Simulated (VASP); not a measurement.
# AgAs (P6_3mc) in VASP: further runs

AgAs is run at these levels: PBE; tasks: single point, relaxation of cell and atoms.

Everything below comes from runs of VASP 6.6.1. Logs are shortened: lines on timing, memory, paths and dates and some standing lists are left out, and cuts for length are marked.

## (1) The cell of the first run

Symmetry: P6_3mc, No. 186, hexagonal system. Conventional cell: a = 3.868 Å, b = 3.868 Å, c = 6.194 Å, α = 90.00°, β = 90.00°, γ = 120.00°. Within 3.1 Å of Ag (site symmetry 3m) lie 4 As at 2.35 to 2.37 Å. As (site symmetry 3m) has 4 Ag at 2.35 to 2.37 Å within 3.1 Å.

## (2) Single point, PBE

INCAR

```
  ALGO = Normal
  EDIFF = 1E-7
  ENCUT = 520
  GGA = PE
  ISIF = 2
  ISMEAR = 0
  LASPH = T
  LCHARG = T
  LELF = T
  LREAL = F
  LVHAR = T
  LWAVE = F
  NBANDS = 24
  NELM = 60
  PREC = Accurate
  SIGMA = 0.1
```

KPOINTS

```
k-points
0
Gamma
  6 6 4
```

POSCAR

```
AgAs
1.0
    3.8678550030      0.0000000000      0.0000000000
   -1.9339275014      3.3496606907      0.0000000000
    0.0000000000      0.0000000000      6.1942364033
Ag As
2 2
Direct
    0.3333333333      0.6666666667      0.0000000000
    0.6666666667      0.3333333333      0.5000000000
    0.3333333333      0.6666666667      0.3821000000
    0.6666666667      0.3333333333      0.8821000000
```

Potentials or basis: VASP PAW PBE potentials, release 64 (Ag, As).

Command:

```sh
> cat potpaw_PBE.64/Ag/POTCAR potpaw_PBE.64/As/POTCAR > POTCAR
> mpirun -np 1 vasp_std > vasp.out
```

OUTCAR:

```text
EDIFF = 1E-7
   ENCUT = 520
   GGA = PE
   ISIF = 2
   ISMEAR = 0
   LASPH = T
   LREAL = F
   NELM = 60
   PREC = Accurate

 ion  position               nearest neighbor table
   1  0.333  0.667  0.000-   4 2.35   4 2.35   4 2.35   3 2.37
   2  0.667  0.333  0.500-   3 2.35   3 2.35   3 2.35   4 2.37
   3  0.333  0.667  0.382-   2 2.35   2 2.35   2 2.35   1 2.37
   4  0.667  0.333  0.882-   1 2.35   1 2.35   1 2.35   2 2.37

  LATTYP: Found a hexagonal cell.
 ALAT       =     3.8678550030
 C/A-ratio  =     1.6014655147

  Lattice vectors:

 A1 = (   3.8678550030,   0.0000000000,   0.0000000000)
 A2 = (  -1.9339275014,   3.3496606907,   0.0000000000)
 A3 = (   0.0000000000,   0.0000000000,   6.1942364033)

Analysis of symmetry for initial positions (statically):
=====================================================================
 Subroutine PRICEL returns:
 Original cell was already a primitive cell.

 Routine SETGRP: Setting up the symmetry group for a
 hexagonal supercell.

 Subroutine GETGRP returns: Found 12 space group operations
 (whereof  6 operations were pure point group operations)
 out of a pool of 24 trial point group operations.

The static configuration has the point symmetry C_3v.
 The point group associated with its full space group is C_6v.

Analysis of symmetry for dynamics (positions and initial velocities):
=====================================================================
 Subroutine PRICEL returns:
 Original cell was already a primitive cell.

 Routine SETGRP: Setting up the symmetry group for a
 hexagonal supercell.

 Subroutine GETGRP returns: Found 12 space group operations
 (whereof  6 operations were pure point group operations)
 out of a pool of 24 trial point group operations.

The dynamic configuration has the point symmetry C_3v.
 The point group associated with its full space group is C_6v.

 Subroutine INISYM returns: Found 12 space group operations
 (whereof  6 operations are pure point group operations),
 and found     1 'primitive' translations

----------------------------------------------------------------------------------------

                                     Primitive cell

  volume of cell :      80.2525

  direct lattice vectors                    reciprocal lattice vectors
     3.867855003  0.000000000  0.000000000     0.258541233  0.149268850  0.000000000
    -1.933927501  3.349660691  0.000000000     0.000000000  0.298537700  0.000000000
     0.000000000  0.000000000  6.194236403     0.000000000  0.000000000  0.161440400

  length of vectors
     3.867855003  3.867855003  6.194236403     0.298537700  0.298537700  0.161440400

  position of ions in fractional coordinates (direct lattice)
     0.333333333  0.666666667  0.000000000
     0.666666667  0.333333333  0.500000000
     0.333333333  0.666666667  0.382100000
     0.666666667  0.333333333  0.882100000

  ion indices of the primitive-cell ions
   primitive index   ion index
                 1           1
                 2           2
                 3           3
                 4           4

----------------------------------------------------------------------------------------

 KPOINTS: k-points

Automatic generation of k-mesh.
 Grid dimensions read from file:
 generate k-points for:    6    6    4

 Generating k-lattice:

  Cartesian coordinates                     Fractional coordinates (reciprocal lattice)
     0.043090205  0.024878142  0.000000000     0.166666667  0.000000000  0.000000000
     0.000000000  0.049756283  0.000000000     0.000000000  0.166666667  0.000000000
     0.000000000  0.000000000  0.040360100     0.000000000  0.000000000  0.250000000

  Length of vectors
     0.049756283  0.049756283  0.040360100

  Shift w.r.t. Gamma in fractional coordinates (k-lattice)
     0.000000000  0.000000000  0.000000000

 Subroutine IBZKPT returns following result:
 ===========================================

 Found     21 irreducible k-points:

 Following reciprocal coordinates:
            Coordinates               Weight
  0.000000  0.000000  0.000000      1.000000
  0.166667  0.000000  0.000000      6.000000
  0.333333  0.000000  0.000000      6.000000
  0.500000  0.000000  0.000000      3.000000
  0.166667  0.166667  0.000000      6.000000
  0.333333  0.166667  0.000000     12.000000
[... 13 lines left out ...]
  0.333333  0.166667  0.500000     12.000000
  0.333333  0.333333  0.500000      2.000000
   k-points           NKPTS =     21   k-points in BZ     NKDIM =     21   number of bands    NBANDS=     24
   number of dos      NEDOS =    301   number of ions     NIONS =      4
   total plane-waves  NPLWV =  43200
   dimension x,y,z NGX =    30 NGY =   30 NGZ =   48
   dimension x,y,z NGXF=    60 NGYF=   60 NGZF=   96
   ions per type =               2   2
   NGX,Y,Z   is equivalent  to a cutoff of  12.89, 12.89, 12.88 a.u.
   NGXF,Y,Z  is equivalent  to a cutoff of  25.79, 25.79, 25.77 a.u.
 SYSTEM =  unknown system
   PREC   = accura    normal or accurate (medium, high low for compatibility)
   ISTART =      0    job   : 0-new  1-cont  2-samecut
   ICHARG =      2    charge: 1-file 2-atom 10-const
   ISPIN  =      1    spin polarized calculation?
   LNONCOLLINEAR =      F non collinear calculations
   LSORBIT =      F    spin-orbit coupling
   LASPH  =      T    aspherical Exc in radial PAW
   ENCUT  =  520.0 eV  38.22 Ry    6.18 a.u.   7.19  7.19 11.52*2*pi/ulx,y,z
   NELM   =     60;   NELMIN=  2; NELMDL= -5     # of ELM steps
   EDIFF  = 0.1E-06   stopping-criterion for ELM
   LREAL  =      F    real-space projection
   EDIFFG = 0.1E-05   stopping-criterion for IOM
   NSW    =      0    number of steps for IOM
   IBRION =     -1    ionic relax: 0-MD 1-quasi-New 2-CG
   NFREE  =      0    steps in history (QN), initial steepest desc. (CG)
   ISIF   =      2    stress and relaxation
   ISYM   =      2    0-nonsym 1-usesym 2-fastsym
   POTIM  = 0.5000    time-step for ionic-motion
   TEBEG  =    0.0;   TEEND  =   0.0 temperature during run
   PSTRESS=    0.0 pullay stress
   NELECT =      32.0000    total number of electrons
   NUPDOWN=      -1.0000    fix difference up-down
   EMIN   =  10.00;   EMAX   =-10.00  energy-range for DOS
   EFERMI =   0.00;   METHOD = LEGACY
   ISMEAR =     0;   SIGMA  =   0.10  broadening in eV -4-tet -1-fermi 0-gaus
   EFERMI_NEDOS =   21; number of points for ismear=-14 and -15
   IALGO  =     38    algorithm
   IMIX   =      4    mixing-type and parameters
     AMIX     =   0.40;   BMIX     =  1.00
     AMIX_MAG =   1.60;   BMIX_MAG =  1.00
  volume/ion in A,a.u.               =      20.06       135.39
  Fermi-wavevector in a.u.,A,eV,Ry     =   1.204958  2.277040 19.754621  1.451924
  Thomas-Fermi vector in A             =   2.340668
   LORBIT       =      0    0 simple, 1 ext, 2 COOP (PROOUT), +10 PAW based schemes
   GGA     = PE    functional components
   LHFCALC =     F    Hartree Fock is set to
   AEXX    =    0.0000 exact exchange contribution
   IVDW    =     0    specifies the selected vdW correction
   LEPSILON=     F    determine dielectric tensor
   LRPA    =     F    only Hartree local field effects (RPA)
 non-spin polarized calculation
 Gauss-broadening in eV      SIGMA  =   0.10
  energy-cutoff  :      520.00
  volume of cell :       80.25
 maximum number of plane-waves:      2196
 NGX is ok and might be reduce to    30
   NGX = 15   NGY = 15   NGZ = 23

 number of electron      32.0000006 magnetization

 Free energy of the ion-electron system (eV)
  ---------------------------------------------------
  ext. energy  EPLUGINS =         0.00000000
  ---------------------------------------------------
  free energy    TOTEN  =       -11.44816074 eV

  energy without entropy =      -11.43895020  energy(sigma->0) =      -11.44355547

 E-fermi :   6.1396     XC(G=0): -10.5440

 val. band max:        5.9906497693   @ k =   0.3333   0.0000   0.5000
 cond. band min:       6.1517749185   @ k =   0.1667   0.1667   0.5000
 fundamental gap:      0.1611251492
 Fermi energy:         6.1395912865

 k-point     1 :       0.0000    0.0000    0.0000
  band No.  band energies     occupation
      1      -6.6979      2.00000
      2      -5.5774      2.00000
      3      -0.6044      2.00000
      4      -0.6044      2.00000
      5      -0.5495      2.00000
      6      -0.4156      2.00000
[... 16 lines left out ...]
     23      13.6063      0.00000
     24      14.6898      0.00000

 k-point     2 :       0.1667    0.0000    0.0000
  band No.  band energies     occupation
      1      -6.4788      2.00000
      2      -5.4727      2.00000
      3      -0.6481      2.00000
      4      -0.5092      2.00000
      5      -0.4652      2.00000
      6      -0.3557      2.00000
[... 16 lines left out ...]
     23      13.8588      0.00000
     24      14.8004      0.00000

 k-point     3 :       0.3333    0.0000    0.0000
  band No.  band energies     occupation
      1      -5.9687      2.00000
      2      -5.2959      2.00000
      3      -0.6424      2.00000
      4      -0.3639      2.00000
      5      -0.3601      2.00000
      6      -0.0358      2.00000
[... 16 lines left out ...]
     23      14.1735      0.00000
     24      15.8810      0.00000
[... 433 lines left out ...]
 k-point    20 :       0.3333    0.1667    0.5000
  band No.  band energies     occupation
      1      -5.4133      2.00000
      2      -5.4133      2.00000
      3      -0.5441      2.00000
      4      -0.5441      2.00000
      5      -0.1196      2.00000
      6      -0.1196      2.00000
[... 16 lines left out ...]
     23      14.4956      0.00000
     24      14.4956      0.00000

 k-point    21 :       0.3333    0.3333    0.5000
  band No.  band energies     occupation
      1      -5.3184      2.00000
      2      -5.3184      2.00000
      3      -0.3753      2.00000
      4      -0.3753      2.00000
      5      -0.2024      2.00000
      6      -0.2024      2.00000
[... 16 lines left out ...]
     23      15.1424      0.00000
     24      15.1424      0.00000

------------------------ aborting loop because EDIFF is reached ----------------------------------------

  FORCE on cell =-STRESS in cart. coord.  units (eV):
  Direction    XX          YY          ZZ          XY          YZ          ZX
  --------------------------------------------------------------------------------------
  -------------------------------------------------------------------------------------
  Total       12.9536034     12.9536034     11.1170744      0.0000000      0.0000000      0.0000000
  in kB      258.6082656    258.6082656    221.9434423      0.0000000      0.0000000      0.0000000
  external PRESSURE =     246.3866579 kB  Pullay stress =       0.0000000 kB

 VOLUME and BASIS-vectors are now :
 -----------------------------------------------------------------------------
  energy-cutoff  :      520.00
  volume of cell :       80.25
      direct lattice vectors                 reciprocal lattice vectors
     3.867855003  0.000000000  0.000000000     0.258541233  0.149268850  0.000000000
    -1.933927501  3.349660691  0.000000000     0.000000000  0.298537700  0.000000000
     0.000000000  0.000000000  6.194236403     0.000000000  0.000000000  0.161440400

 POSITION                                       TOTAL-FORCE (eV/Angst)
 -----------------------------------------------------------------------------------
     -0.00000      2.23311      0.00000         0.000000     -0.000000     -0.014538
      1.93393      1.11655      3.09712         0.000000      0.000000     -0.014538
     -0.00000      2.23311      2.36682        -0.000000     -0.000000      0.014538
      1.93393      1.11655      5.46394        -0.000000      0.000000      0.014538
 -----------------------------------------------------------------------------------
    total drift:                               -0.000000     -0.000000     -0.000304

  FREE ENERGIE OF THE ION-ELECTRON SYSTEM (eV)
  ---------------------------------------------------
  free  energy   TOTEN  =       -11.4481607441 eV

  energy  without entropy=      -11.4389502035  energy(sigma->0) =      -11.44355547
```

Wall time 34 s (1 thread of Intel Xeon Platinum 8488C (Sapphire Rapids), shared host); peak memory 0.2 GiB.

Results:

| Quantity | Value |
| --- | --- |
| Free energy | -11.4482 eV |
| Pressure | 24.6 GPa |
| Largest force | 0.015 eV/Å |
| Band gap on the k mesh | zero (bands 16 and 17 overlap by 3.76 eV) |

Forces in eV/Å, atoms in the order of the input:
```
Ag   0.000  0.000 -0.015
Ag   0.000  0.000 -0.015
As   0.000  0.000  0.015
As   0.000  0.000  0.015
```

Caveat: the cell stands under pressure.

## (3) Relaxation of cell and atoms, PBE

INCAR

```
ALGO = Normal
EDIFF = 1E-6
EDIFFG = -0.04
ENCUT = 600
GGA = PE
IBRION = 2
ISIF = 3
ISMEAR = 0
LASPH = True
LCHARG = False
LREAL = False
LWAVE = False
NELM = 80
NSW = 90
PREC = Accurate
SIGMA = 0.1
```

KPOINTS is that of step 2.

POSCAR is that of step 2.

Potentials or basis: VASP PAW PBE potentials, release 64 (Ag, As).

Command:

```sh
> cat potpaw_PBE.64/Ag/POTCAR potpaw_PBE.64/As/POTCAR > POTCAR
> mpirun -np 1 vasp_std > vasp.out
```

Wall time 5.4 min (1 thread of Intel Xeon Platinum 8488C (Sapphire Rapids), shared host); peak memory 0.24 GiB.

It converged, with:

```yaml
Free_energy: -13.3525 eV
Relaxed_volume: 23.97 Å³/atom
Relaxed_cell: a = 4.542 Å, b = 4.542 Å, c = 5.367 Å, α = 90.00°, β = 90.00°, γ = 120.00°
Space_group_after_relaxing_to_0.1_Å: P6_3/mmc (No. 194)
Energy_gained_by_relaxing: 476.2 meV/atom
Ionic_steps: 21
Pressure_after_relaxing: 0.1 GPa
Largest_force_after_relaxing: 0.011 eV/Å
Band_gap_on_the_k_mesh: zero (bands 16 and 17 overlap by 2.10 eV)
```

Forces on the atoms (eV/Å):
```
Ag   0.000  0.000  0.011
Ag   0.000  0.000  0.011
As   0.000  0.000 -0.011
As   0.000  0.000 -0.011
```

Stress tensor (GPa, compression positive):
```
 0.21  0.00  0.00
 0.00  0.21  0.00
 0.00  0.00 -0.14
```

Step by step:
```tsv
step	energy change (eV)	largest force (eV/Å)	pressure (GPa)	volume (Å³)
1	0.0000	0.0146	24.64	80.25
2	-0.8783	0.0941	-6.25	121.68
3	-1.3212	0.1495	0.07	102.15
4	-1.3212	0.1492	-0.19	102.62
5	-1.3397	0.2346	-0.19	102.60
6	-1.4070	0.4668	-0.29	102.46
7	-1.4620	0.9919	0.09	101.74
8	-1.4648	0.9916	0.07	101.74
9	-1.4726	0.9913	0.02	101.74
10	-1.4851	0.9912	-0.06	101.73
11	-1.4996	1.0119	-0.18	101.66
12	-1.5144	1.2080	-0.30	101.33
13	-1.5797	1.0311	-0.74	101.25
14	-1.7320	0.6498	-1.71	100.97
15	-1.8652	0.0146	-2.09	100.37
16	-1.8654	0.0479	-2.15	100.41
17	-1.8861	0.0289	-1.24	98.66
18	-1.8970	0.0012	0.06	96.45
19	-1.8971	0.0017	0.19	96.24
20	-1.9011	0.0048	0.15	96.15
21	-1.9047	0.0113	0.09	95.86
```

Final structure:
```xyz
4
Lattice="4.5415 0.0000 0.0000 -2.2708 3.9331 0.0000 0.0000 0.0000 5.3667" Properties=species:S:1:pos:R:3 pbc="T T T"
Ag    0.0000    2.6221    5.0485
Ag    2.2708    1.3110    2.3652
As    0.0000    2.6221    2.3688
As    2.2708    1.3110    5.0521
```

Levels at points of the mesh, in eV from the Fermi level:
| k point | band 13 | band 14 | band 15 | band 16 | band 17 | band 18 | band 19 | band 20 |
| --- | --- | --- | --- | --- | --- | --- | --- | --- |
| (0.00, 0.00, 0.00) | -3.15 | -0.19 | -0.19 | 0.65 | 1.53 | 1.60 | 1.60 | 2.84 |
| (0.50, 0.00, 0.00) | -2.28 | -1.95 | -1.89 | -1.86 | -0.61 | 0.48 | 2.69 | 5.50 |
| (0.00, 0.00, 0.50) | -0.78 | -0.78 | 0.86 | 0.86 | 0.86 | 0.86 | 4.89 | 4.89 |
| (0.50, 0.00, 0.50) | -3.19 | -3.19 | -0.63 | -0.63 | 1.41 | 1.41 | 5.24 | 5.24 |

Caveat: the volume moved by over 15 % at a fixed basis, so the end points are rough.

The gap in the log of VASP goes by the Fermi energy; the results here count the filled bands.